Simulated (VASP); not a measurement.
Here is a VASP 6.6.1 calculation.

INCAR

```
SYSTEM = AlFe
PREC     = Accurate       ! precision mode
ENCUT    = 690            ! plane-wave cutoff, eV
EDIFF    = 1E-6           ! SCF threshold, eV
ISMEAR   = -1             ! smearing method
SIGMA    = 0.05           ! smearing width, eV
LREAL    = .FALSE.        ! projectors in reciprocal space
LASPH    = .TRUE.         ! aspherical terms in the spheres
NELM     = 200            ! most SCF steps
ALGO     = Normal         ! electronic algorithm
ISIF     = 2              ! what is computed and relaxed
LWAVE    = .FALSE.        ! write WAVECAR
LCHARG   = .TRUE.         ! write CHGCAR
ISPIN    = 2              ! spin polarisation
MAGMOM   = 3 0            ! initial moments
LORBIT   = 11             ! projections on sites
NUPDOWN  = 3.0            ! fixed moment
LMAXMIX  = 4              ! l up to which the mixer works
GGA      = PS             ! functional
LELF     = .TRUE.         ! ELF
LVHAR    = .TRUE.       
NBANDS   = 20             ! bands
GGA_COMPAT= .FALSE.
```

Contents of KPOINTS:

```
Automatic mesh
0
G
  8 8 8
  0 0 0
```

The input POSCAR:

```
AlFe
1.0
    2.9100000000      0.0000000000      0.0000000000
    0.0000000000      2.9100000000      0.0000000000
    0.0000000000      0.0000000000      2.9100000000
Fe Al
1 1
Direct
    0.5000000000      0.5000000000      0.5000000000
    0.0000000000      0.0000000000      0.0000000000
```

Potentials or basis: VASP PAW PBE potentials, release 64 (Fe_sv, Al).

Run with:

```sh
$ cat potpaw_PBE.64/Fe_sv/POTCAR potpaw_PBE.64/Al/POTCAR > POTCAR
$ mpirun -np 1 vasp_std > vasp.out
```

(1) Predict the pressure.

## Answers

(1) 11.0 GPa.

Caveat: the cell stands under pressure; the PAW data sets were made with another functional, which shifts forces and pressure a little; the total moment is fixed, so each spin has its own Fermi level and the state may be an excited one.
